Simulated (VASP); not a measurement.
# MoS2 (C2/m) in VASP: a series of runs, part 2 of 2

VASP 6.6.1. Earlier steps stand in the parts before.

## (4) Single point, PBEsol+D3(BJ)

This run uses another cell than the first one, of 15.87 Å³/atom.

INCAR reads:

```
PREC     = Accurate       # precision mode
ENCUT    = 520            # plane-wave cutoff, eV
EDIFF    = 1E-6           # SCF threshold, eV
ISMEAR   = 0              # smearing method
SIGMA    = 0.15           # smearing width, eV
LREAL    = F              # projectors in reciprocal space
LASPH    = T              # aspherical terms in the spheres
NELM     = 60             # most SCF steps
ALGO     = Fast           # electronic algorithm
ISIF     = 2              # what is computed and relaxed
LWAVE    = F              # write WAVECAR
LCHARG   = T              # write CHGCAR
GGA      = PS             # functional
IVDW     = 12             # dispersion correction
LELF     = T              # ELF
LVHAR    = T            
NBANDS   = 49             # bands
```

KPOINTS reads:

```
Automatic mesh
0
Gamma
  14 14 3
```

POSCAR reads:

```
MoS2
1.0
   -3.0798097231      0.0000000000      0.0000000000
   -1.5399048616     -2.6671934590      0.0000000000
   -4.1577431263     -2.4004741131     17.3911508765
Mo S
3 6
Direct
    0.5166966667      0.5166966667      0.1666333333
    0.2500300000     -0.7499700000      0.8333000000
   -0.1166366667     -0.1166366667      0.4999666667
   -0.1666083247     -0.1666083247      0.9258611016
    0.4667250086     -0.5332749914      0.5925277682
    0.1000583419      0.1000583419      0.2591944349
    0.3000016581      0.3000016581      0.4074055651
    0.9333349914     -0.0666650086      0.0740722318
   -0.3333316753     -0.3333316753      0.7407388984
```

Potentials or basis: VASP PAW PBE potentials, release 64 (Mo_sv, S).

On the command line:

```
cat potpaw_PBE.64/Mo_sv/POTCAR potpaw_PBE.64/S/POTCAR > POTCAR
mpirun -np 1 vasp_std > vasp.out
```

OUTCAR:

```text
PREC = Accurate
   ENCUT = 520
   EDIFF = 1E-6
   ISMEAR = 0
   LREAL = F
   LASPH = T
   NELM = 60
   ISIF = 2
   GGA = PS
   IVDW = 12
 IVDW          = 12

 ion  position               nearest neighbor table
   1  0.517  0.517  0.167-   8 2.40   8 2.40   8 2.40   6 2.40   6 2.40   6 2.40
   2  0.250  0.250  0.833-   4 2.40   9 2.40   4 2.40   9 2.40   4 2.40   9 2.40
   3  0.883  0.883  0.500-   5 2.40   5 2.40   5 2.40   7 2.40   7 2.40   7 2.40
   4  0.833  0.833  0.926-   2 2.40   2 2.40   2 2.40
   5  0.467  0.467  0.593-   3 2.40   3 2.40   3 2.40
   6  0.100  0.100  0.259-   1 2.40   1 2.40   1 2.40
   7  0.300  0.300  0.407-   3 2.40   3 2.40   3 2.40
   8  0.933  0.933  0.074-   1 2.40   1 2.40   1 2.40
   9  0.667  0.667  0.741-   2 2.40   2 2.40   2 2.40

  LATTYP: Found a base centered monoclinic cell.
 ALAT       =     5.3343869181
 B/A-ratio  =     0.5773502692
 C/A-ratio  =     3.2617300360
 COS(beta)  =    -0.0306585765

  Lattice vectors:

 A1 = (  -3.0798097231,   0.0000000000,   0.0000000000)
 A2 = (  -1.5399048616,  -2.6671934590,   0.0000000000)
 A3 = (   0.4619714584,   0.2667193459,  17.3911508765)

[... 200 lines left out ...]
      1     -52.3584      2.00000
      2     -52.3584      2.00000
      3     -52.3422      2.00000
      4     -26.5428      2.00000
      5     -26.5426      2.00000
      6     -26.5224      2.00000
[... 1237 lines left out ...]
     48      12.1382      0.00000
     49      12.3756      0.00000

 [... further k-points ...]

------------------------ aborting loop because EDIFF is reached ----------------------------------------

 Edisp (eV)   -3.73354

 E8    (eV) :    -2.3465

  FORCE on cell =-STRESS in cart. coord.  units (eV):
  Direction    XX          YY          ZZ          XY          YZ          ZX
  --------------------------------------------------------------------------------------
  -------------------------------------------------------------------------------------
  Total       0.10034     0.18960     0.46614    -0.07731    -0.56367    -0.97630
  in kB       1.12529     2.12643     5.22782    -0.86701    -6.32158   -10.94930
  external pressure =        2.83 kB  Pullay stress =        0.00 kB

 VOLUME and BASIS-vectors are now :
 -----------------------------------------------------------------------------
  energy-cutoff  :      520.00
  volume of cell :      142.86
      direct lattice vectors                 reciprocal lattice vectors
    -3.079809723  0.000000000  0.000000000    -0.324695384  0.187462967 -0.051750457
    -1.539904862 -2.667193459  0.000000000     0.000000000 -0.374925934 -0.051750457
    -4.157743126 -2.400474113 17.391150876     0.000000000  0.000000000  0.057500507

 POSITION                                       TOTAL-FORCE (eV/Angst)
 -----------------------------------------------------------------------------------
     -3.07981     -1.77813      2.89795        -0.143833     -0.083042     -0.035619
     -4.61971     -2.66719     14.49205         0.143833      0.083042      0.035619
     -6.15962     -3.55626      8.69500        -0.000000     -0.000000     -0.000000
     -7.69952     -4.44532     16.10179         0.134933      0.077904     -0.197340
     -4.61971     -2.66719     10.30474         0.001464      0.000845     -0.003039
     -1.53990     -0.88906      4.50769         0.021772      0.012570      0.010204
     -3.07981     -1.77813      7.08525        -0.001464     -0.000845      0.003039
     -4.61971     -2.66719      1.28820        -0.134933     -0.077904      0.197340
     -6.15962     -3.55626     12.88230        -0.021772     -0.012570     -0.010204
 -----------------------------------------------------------------------------------
    total drift:                                0.000001      0.000000      0.000000

  FREE ENERGIE OF THE ION-ELECTRON SYSTEM (eV)
  ---------------------------------------------------
  free  energy   TOTEN  =       -71.4654950329 eV

  energy  without entropy=      -71.4431137142  energy(sigma->0) =      -71.45430437
```

Wall time 25 min (1 thread of Oxide Virtual Turin-like, shared host); peak memory 0.83 GiB.

What came out:

| Property | Result |
| --- | --- |
| Free energy | -71.4655 eV |
| Pressure | 0.3 GPa |
| Largest force | 0.251 eV/Å |
| Band gap on the k mesh | zero (bands 39 and 40 overlap by 0.58 eV) |
| Dispersion energy per atom | -0.415 eV |

Forces on the atoms (eV/Å):
```
Mo  -0.144 -0.083 -0.036
Mo   0.144  0.083  0.036
Mo   0.000  0.000  0.000
S    0.135  0.078 -0.197
S    0.001  0.001 -0.003
S    0.022  0.013  0.010
S   -0.001 -0.001  0.003
S   -0.135 -0.078  0.197
S   -0.022 -0.013 -0.010
```

Stress tensor (GPa, compression positive):
```
 0.11 -0.09 -1.09
-0.09  0.21 -0.63
-1.09 -0.63  0.52
```

Caveat: the PAW data sets were made with another functional, which shifts forces and pressure a little.

## (5) The runs side by side

| cell | gap on the mesh (eV) | pressure (GPa) | largest force (eV/Å) |
| --- | --- | --- | --- |
| a = 3.080, b = 3.080, c = 17.664 Å, angles 77.9, 77.9, 60.0°, 9 atoms | none | 2.0 | 1.34 |
| a = 3.080, b = 3.080, c = 18.199 Å, angles 88.5, 88.5, 60.0°, 9 atoms | none | -0.3 | 0.17 |
| a = 3.080, b = 3.080, c = 18.042 Å, angles 76.7, 76.7, 60.0°, 9 atoms | none | 0.3 | 0.25 |

Alike in all rows: task single point; level PBEsol+D3(BJ); potentials or basis VASP PAW PBE potentials, release 64 (Mo_sv, S); no spin polarisation; k mesh 14 × 14 × 3; cutoff (eV) 520; smearing gaussian 0.15 eV.

Caveats: the PAW data sets were made with another functional, which shifts forces and pressure a little.

Absolute energies hang on the potentials; compare differences alone.
